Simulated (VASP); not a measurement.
## Cs2BeVF6: single point with r2SCAN

The system is Cs2BeVF6.

```xyz
10
Lattice="0.0000 4.3098 4.3098 4.3098 0.0000 4.3098 4.3098 4.3098 0.0000" Properties=species:S:1:pos:R:3 pbc="T T T"
F     1.8532    4.3098    4.3098
F     4.3098    1.8532    4.3098
F     6.7664    4.3098    4.3098
F     4.3098    6.7664    4.3098
F     4.3098    4.3098    1.8532
F     4.3098    4.3098    6.7664
Be    4.3098    4.3098    4.3098
V     0.0000    0.0000    0.0000
Cs    2.1549    2.1549    2.1549
Cs    6.4647    6.4647    6.4647
```

- Program: VASP 6.6.1
- Task: single point
- Functional: r2SCAN
- Potentials or basis: VASP PAW PBE potentials, release 64 (F, Be, V_sv, Cs_sv)
- Cutoff: 520 eV
- k mesh: 4 × 4 × 4
- Occupations: fermi-dirac, width 0.1 eV
- Spin: no spin polarisation

* Pressure: 8.1 GPa
* Largest force: 1.014 eV/Å
* Band gap on the k mesh: zero (an odd number of electrons rules out a gap without spin polarisation)

Forces on the atoms (eV/Å):
```
F    1.014  0.000  0.000
F    0.000  1.014  0.000
F   -1.014  0.000  0.000
F    0.000 -1.014  0.000
F    0.000  0.000  1.014
F    0.000  0.000 -1.014
Be   0.000  0.000  0.000
V    0.000  0.000  0.000
Cs   0.000  0.000  0.000
Cs   0.000  0.000  0.000
```

Levels at points of the mesh, in eV from the Fermi level:
```
           k point  band 35  band 36  band 37  band 38  band 39  band 40
(0.00, 0.00, 0.00)    -5.74    -5.74    -0.34     0.10     0.10     0.10
(0.50, 0.00, 0.00)    -5.79    -5.79     0.08     0.12     0.12     0.18
(0.50, 0.50, 0.00)    -5.85    -5.76    -0.50     0.04     0.17     0.17
```

Wall time 8.7 min on 1 thread of Intel Xeon 8259CL (shared host), peak memory 0.4 GiB.

Caveat: the cell stands under pressure; the PAW data sets were made with another functional, which shifts forces and pressure a little; spin-orbit coupling is left out, which moves the levels of the heavy elements; an odd number of electrons without spin polarisation forces a metal; a magnetic or distorted state may lie lower; the run has no spin polarisation, though such a crystal can be magnetic; semilocal functionals often make such compounds metallic where correlation or magnetic order opens a gap, which also shifts bond lengths. With open d or f shells a metallic result of r2SCAN can be an artefact of self-interaction; +U or a hybrid may open a gap.
